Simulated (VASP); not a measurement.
A run of VASP 6.6.1:

Contents of INCAR:

```
SYSTEM = AlN
ALGO = Normal ; EDIFF = 1E-6
ENCUT = 520 ; GGA = PE
ISIF = 2 ; ISMEAR = 0
LASPH = .TRUE. ; LCHARG = .FALSE.
LREAL = .FALSE. ; LWAVE = .FALSE.
NBANDS = 16 ; NELM = 100
PREC = Accurate ; SIGMA = 0.05
```

Contents of KPOINTS:

```
k-points
0
G
  12 12 6
  0 0 0
```

POSCAR

```
AlN
1.0
    3.2043322161      0.0000000000      0.0000000000
   -1.6021661081      2.7750331013      0.0000000000
    0.0000000000      0.0000000000      5.0526700000
Al N
2 2
Direct
    0.3333333333      0.6666666667      0.0000000000
    0.6666666667      0.3333333333      0.5000000000
    0.3333333333      0.6666666667      0.3850000000
    0.6666666667      0.3333333333      0.8850000000
```

Potentials or basis: VASP PAW PBE potentials, release 64 (Al, N).

Run with:

```sh
$ cat potpaw_PBE.64/Al/POTCAR potpaw_PBE.64/N/POTCAR > POTCAR
$ mpirun -np 1 vasp_std > vasp.out
```

Hardware: 1 thread of Intel Xeon 8259CL (shared host).

Problem. Estimate the wall time of this run.

Solution. Wall time 40 s on 1 thread of Intel Xeon 8259CL, on a shared host, peak memory 0.18 GiB. Counts: scf iterations 13, k points 76.
